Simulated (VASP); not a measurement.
Input of a VASP 6.6.1 run:

INCAR

```
SYSTEM = Eu
ALGO     = Normal         ! electronic algorithm
EDIFF    = 1E-6           ! SCF threshold, eV
ENCUT    = 520            ! plane-wave cutoff, eV
GGA      = PE             ! functional
ISIF     = 2              ! what is computed and relaxed
ISMEAR   = -1             ! smearing method
ISPIN    = 2              ! spin polarisation
LASPH    = .TRUE.         ! aspherical terms in the spheres
LCHARG   = .FALSE.        ! write CHGCAR
LMAXMIX  = 6              ! l up to which the mixer works
LORBIT   = 11             ! projections on sites
LREAL    = .FALSE.        ! projectors in reciprocal space
LWAVE    = .FALSE.        ! write WAVECAR
MAGMOM   = 7              ! initial moments
NBANDS   = 18             ! bands
NELM     = 150            ! most SCF steps
PREC     = Accurate       ! precision mode
SIGMA    = 0.05           ! smearing width, eV
```

The input KPOINTS:

```
k-points
0
G
  10 10 10
  0 0 0
```

POSCAR

```
Eu
1.0
   -2.1900805506      2.1900805506      2.1900805506
    2.1900805506     -2.1900805506      2.1900805506
    2.1900805506      2.1900805506     -2.1900805506
Eu
1
Direct
    0.0000000000      0.0000000000      0.0000000000
```

Potentials or basis: VASP PAW PBE potentials, release 64 (Eu).

Launch:

```console
$ cat potpaw_PBE.64/Eu/POTCAR > POTCAR
$ mpirun -np 1 vasp_std > vasp.out
```

(1) What does it give for the site moments?

(2) Predict the net moment.

(3) What does it give for the pressure?

Answers

(1) Eu +6.68 μB.

(2) 7.30 μB per cell.

(3) -0.2 GPa.
